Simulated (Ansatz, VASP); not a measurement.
**MgI2: VASP beside Ansatz**

Contents of INCAR:

```
  ALGO = Normal
  DIPOL = 0.5 0.5 0.404
  EDIFF = 1E-6
  ENCUT = 520
  GGA = PE
  IDIPOL = 3
  ISIF = 2
  ISMEAR = 0
  IVDW = 12
  LASPH = True
  LCHARG = False
  LDIPOL = True
  LREAL = False
  LWAVE = False
  NBANDS = 25
  NELM = 100
  PREC = Accurate
  SIGMA = 0.05
```

Contents of KPOINTS:

```
k-points
0
Gamma
  9 9 1
```

POSCAR

```
MgI2
1.0
    4.1311064662      0.0000000000      0.0000000000
   -2.0655532331      3.5776431455      0.0000000000
    0.0000000000      0.0000000000     24.2265088138
I Mg
4 2
Direct
    0.3333333333      0.6666666667      0.1857469450
    0.6666666667      0.3333333333      0.3245723297
    1.0000000000      1.0000000000      0.4826636185
    0.6666666667      1.3333333333      0.6214890032
    0.0000000000      0.0000000000      0.2551596374
    1.3333333333      1.6666666667      0.5520763108
```

Input for Ansatz:

```yaml
crystal:
  lattice:
    - [4.1311064662, 0.0, 0.0]
    - [-2.0655532331, 3.5776431455, 0.0]
    - [0.0, 0.0, 24.2265088138]
  atoms:
    - { symbol: I, position: [0.3333333333, 0.6666666667, 0.185746945] }
    - { symbol: Mg, position: [0.0, 0.0, 0.2551596374] }
    - { symbol: I, position: [0.6666666667, 0.3333333333, 0.3245723297] }
    - { symbol: I, position: [1.0, 1.0, 0.4826636185] }
    - { symbol: Mg, position: [1.3333333333, 1.6666666667, 0.5520763108] }
    - { symbol: I, position: [0.6666666667, 1.3333333333, 0.6214890032] }
basis:
  ecutwfc: 420
kpoints:
  mp_grid: { grid: [9, 9, 1] }
hamiltonian:
  xc: pbe
  dispersion: d3bj
scf:
  occupations: { method: gaussian, width: 0.05 }
output:
  forces: true
  eigenvalues: true
efield:
  axis: 3
  dipole_correction: true
  ramp_width: 0.04
```

Alike in both runs: task single point; functional PBE; dispersion D3(BJ); k mesh 9 × 9 × 1; occupations gaussian, width 0.05 eV; no spin polarisation.

|  | VASP | Ansatz |
| --- | --- | --- |
| version | VASP 6.6.1 | Ansatz 0.2.0 |
| potentials or method | VASP PAW PBE potentials, release 64 (I, Mg), cutoff 520 eV | scalar-relativistic, plane waves, PAW |
| valence electrons in the cell | 32 | 88 |

```csv
,VASP,Ansatz,Ansatz less VASP
gap on the k mesh at the Fermi level (eV),3.61,3.62,+0.017
least direct gap on the mesh (eV),3.93,3.94,+0.014
rms of the force components (eV/Å),0.014,0.016,+0.0023
```

VASP's potentials hold 32 valence electrons a cell and Ansatz's 88, so a difference there can come from the potentials and not from the codes.

Spin-orbit coupling is off throughout.
